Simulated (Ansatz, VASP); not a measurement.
## Two plane-wave programs on Al3Cu

```
CELL_PARAMETERS angstrom
3.84983 0.00000 0.00000
0.00000 3.84983 0.00000
0.00000 0.00000 3.84983
ATOMIC_POSITIONS crystal
Al 0.00000 0.50000 0.50000
Al 0.50000 0.00000 0.50000
Al 0.50000 0.50000 0.00000
Cu 0.00000 0.00000 0.00000
```

Alike in both runs: task single point; functional r2SCAN; k mesh 12 × 12 × 12; occupations gaussian, width 0.1 eV; no spin polarisation.

|  | VASP | Ansatz |
| --- | --- | --- |
| version | VASP 6.6.1 | Ansatz 0.2.0 |
| potentials or method | VASP PAW PBE potentials, release 64 (Al, Cu), cutoff 520 eV | scalar-relativistic, plane waves, PAW |
| valence electrons in the cell | 20 | 28 |

|  | VASP | Ansatz | Ansatz less VASP |
| --- | --- | --- | --- |
| gap on the k mesh at the Fermi level (eV) | none | none | - |
| pressure (GPa) | 3.2 | 3.4 | +0.18 |

VASP's potentials were made for PBE, not for r2SCAN. A gap of «none» marks a metal or a gap that the smearing closes. VASP's potentials hold 20 valence electrons a cell and Ansatz's 28, so a difference there can come from the potentials and not from the codes.
